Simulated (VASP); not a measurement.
RbBr, 2 atoms in the cell. The structure is cubic, space group Fm-3m (No. 225). Conventional cell: a = 6.922 Å, b = 6.922 Å, c = 6.922 Å, α = 90.00°, β = 90.00°, γ = 90.00°. Within 4.5 Å of Rb (site symmetry m-3m) lie 6 Br at 3.46 Å. Within 4.5 Å of Br (site symmetry m-3m) lie 6 Rb at 3.46 Å. 

```yaml
Program: VASP 6.6.1
Task: single point
Functional: LDA
Potentials_or_basis: VASP PAW LDA potentials, release 64 (Rb_sv, Br)
Cutoff: 500 eV
k_mesh: 2 × 2 × 2
Occupations: gaussian, width 0.01 eV
Spin: no spin polarisation
Dipole_correction: no
Further_INCAR_settings: ALGO = Normal; EDIFF = 1e-06; NBANDS = 15
```

Potentials or basis: VASP PAW LDA potentials, release 64 (Rb_sv, Br).

Run with:

```bash
$ cat potpaw_LDA.64/Rb_sv/POTCAR potpaw_LDA.64/Br/POTCAR > POTCAR
$ mpirun -np 1 vasp_std > vasp.out
```

Hardware: 1 thread of Intel Xeon 8259CL (shared host).

Question: Estimate the wall time of this run.

Answer: Run time: 9.7 s on 1 thread of Intel Xeon 8259CL, with other jobs on the host, peak memory 0.16 GiB. Counts: scf iterations 12, k points 3.
